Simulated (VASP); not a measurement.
Write the native input for VASP 6.6.1 that does the following.

```yaml
Task: single point
Functional: PBEsol
Potentials_or_basis: VASP PAW PBE potentials, release 64 (Mn_pv, S)
Cutoff: 520 eV
k_mesh: 6 × 6 × 6
Occupations: methfessel-paxton, width 0.05 eV
Spin: collinear spin, ferromagnetic start
Starting_moments: "[4.0, 0.0] μB"
Hubbard_terms: Mn d U = 4.0 eV
Dipole_correction: no
Further_INCAR_settings: ALGO = Normal; EDIFF = 1e-06; NBANDS = 20
```

The structure of MnS lies in POSCAR:

```
MnS
1.0
    0.0000000000      2.8066527081      2.8066527081
    2.8066527081      0.0000000000      2.8066527081
    2.8066527081      2.8066527081      0.0000000000
Mn S
1 1
Direct
    0.0000000000      0.0000000000      0.0000000000
    0.2500000000      0.2500000000      0.2500000000
```

The input as run:

INCAR

```
SYSTEM = MnS
ALGO = Normal
EDIFF = 1E-6
ENCUT = 520
GGA = PS
ISIF = 2
ISMEAR = 1
ISPIN = 2
LASPH = .True.
LCHARG = .False.
LDAU = .True.
LDAUJ = 0 0
LDAUL = 2 -1
LDAUPRINT = 1
LDAUTYPE = 2
LDAUU = 4 0
LMAXMIX = 4
LORBIT = 11
LREAL = .False.
LWAVE = .False.
MAGMOM = 4 0
NBANDS = 20
NELM = 150
PREC = Accurate
SIGMA = 0.05
```

KPOINTS

```
k-points
0
Gamma
  6 6 6
  0 0 0
```

Potentials or basis: VASP PAW PBE potentials, release 64 (Mn_pv, S).

Launch:

```sh
$ cat potpaw_PBE.64/Mn_pv/POTCAR potpaw_PBE.64/S/POTCAR > POTCAR
$ mpirun -np 1 vasp_std > vasp.out
```

It gave:

```yaml
Pressure: 2.0 GPa
Band_gap_on_the_k_mesh: 1.07 eV (least direct gap 1.18 eV)
Net_moment: 5.00 μB per cell
Site_moments: Mn +4.57; S +0.02 μB
Valence_electrons_inside_the_program's_atomic_spheres: Mn 11.36; S 3.77
```

Caveat: the PAW data sets were made with another functional, which shifts forces and pressure a little; a cell with one magnetic atom can't hold antiferromagnetic order, which such compounds often take.

Run time: 76 s on 1 thread of AMD EPYC 7R43 64-Core Processor (Zen 3), on a shared host, peak memory 0.15 GiB.
